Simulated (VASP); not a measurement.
A run of VASP 6.6.1 is set up as follows.

POSCAR

```
BP
1.0
    0.0000000000      2.2683156866      2.2683156866
    2.1548999023      0.0000000000      2.2683156866
    2.1548999023      2.2683156866      0.0000000000
B P
1 1
Direct
    0.0000000000      0.0000000000      0.0000000000
    0.2500000000      0.2500000000      0.2500000000
```

Contents of INCAR.step1:

```
ALGO = Normal
EDIFF = 1E-4
ENCUT = 520
GGA = PE
ISMEAR = 0
LASPH = True
LCHARG = False
LREAL = False
LWAVE = True
NBANDS = 11
NELM = 80
PREC = Accurate
SIGMA = 0.01
```

File INCAR.step2:

```
ALGO = Normal
EDIFF = 1E-7
ENCUT = 520
ISIF = 2
ISMEAR = 0
ISTART = 1
LASPH = True
LCHARG = False
LMIXTAU = True
LREAL = False
LWAVE = False
METAGGA = R2SCAN
NBANDS = 11
NELM = 80
PREC = Accurate
SIGMA = 0.01
```

KPOINTS

```
k-points
0
Gamma
  10 10 10
```

Potentials or basis: VASP PAW PBE potentials, release 64 (B, P).

Command:

```sh
$ cat potpaw_PBE.64/B/POTCAR potpaw_PBE.64/P/POTCAR > POTCAR
$ cp INCAR.step1 INCAR
$ mpirun -np 1 vasp_std > vasp.out
$ cp INCAR.step2 INCAR
$ mpirun -np 1 vasp_std > vasp.out
```

**Question.** Predict the pressure.

**Answer.** 8.9 GPa.

**Question.** What does it give for the band gap on the k mesh?

**Answer.** 0.56 eV (least direct gap 3.18 eV).

Stress tensor (GPa, compression positive):
```
18.52  0.00  0.00
 0.00  4.13  0.00
 0.00  0.00  4.13
```

Caveat: the cell differs from its parent crystal (uniaxial x strain -5.0%); the stress differs along the axes, from 4 to 19 GPa; semilocal functionals underestimate gaps, and a narrow one can read as zero; the PAW data sets were made with another functional, which shifts forces and pressure a little. A k mesh can miss the band edges.
